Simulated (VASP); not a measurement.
A run of VASP 6.6.1 is set up as follows.

Contents of POSCAR:

```
C
1.0
    2.0838934217     -1.2032084158      0.0000000000
    2.0838934217      1.2032084158      0.0000000000
   -1.3509174534      0.0000000000      3.4313236862
C
2
Direct
    0.1666444700      0.1666444700      0.9999069600
    0.8333555300      0.8333555300      0.0000930400
```

The input INCAR.step1:

```
SYSTEM = C
PREC     = Accurate       ! precision mode
ENCUT    = 520            ! plane-wave cutoff, eV
ISMEAR   = -1             ! smearing method
SIGMA    = 0.05           ! smearing width, eV
LREAL    = .False.        ! projectors in reciprocal space
LASPH    = .True.         ! aspherical terms in the spheres
NELM     = 80             ! most SCF steps
NBANDS   = 11             ! bands
GGA      = PE             ! functional
ALGO     = Normal         ! electronic algorithm
EDIFF    = 1E-4           ! SCF threshold, eV
LWAVE    = .True.         ! write WAVECAR
LCHARG   = .False.        ! write CHGCAR
```

The input INCAR.step2:

```
SYSTEM = C
PREC     = Accurate       ! precision mode
ENCUT    = 520            ! plane-wave cutoff, eV
EDIFF    = 1E-7           ! SCF threshold, eV
ISMEAR   = -1             ! smearing method
SIGMA    = 0.05           ! smearing width, eV
LREAL    = .False.        ! projectors in reciprocal space
LASPH    = .True.         ! aspherical terms in the spheres
NELM     = 80             ! most SCF steps
ALGO     = Normal         ! electronic algorithm
ISIF     = 2              ! what is computed and relaxed
LWAVE    = .False.        ! write WAVECAR
LCHARG   = .True.         ! write CHGCAR
METAGGA  = R2SCAN         ! meta-GGA
LMIXTAU  = .True.       
LELF     = .True.         ! ELF
LVHAR    = .True.       
NBANDS   = 11             ! bands
ISTART   = 1
```

KPOINTS

```
Automatic mesh
0
Gamma
  13 13 8
  0 0 0
```

Potentials or basis: VASP PAW PBE potentials, release 64 (C).

The run is started by

```bash
$ cat potpaw_PBE.64/C/POTCAR > POTCAR
$ cp INCAR.step1 INCAR
$ mpirun -np 1 vasp_std > vasp.out
$ cp INCAR.step2 INCAR
$ mpirun -np 1 vasp_std > vasp.out
```

(1) What does it give for the band gap on the k mesh?

(2) What does it give for the pressure?

Answers

(1) 1.01 eV, indirect (least direct gap 1.02 eV).

(2) 19.5 GPa.

Caveat: the PAW data sets were made with another functional, which shifts forces and pressure a little.
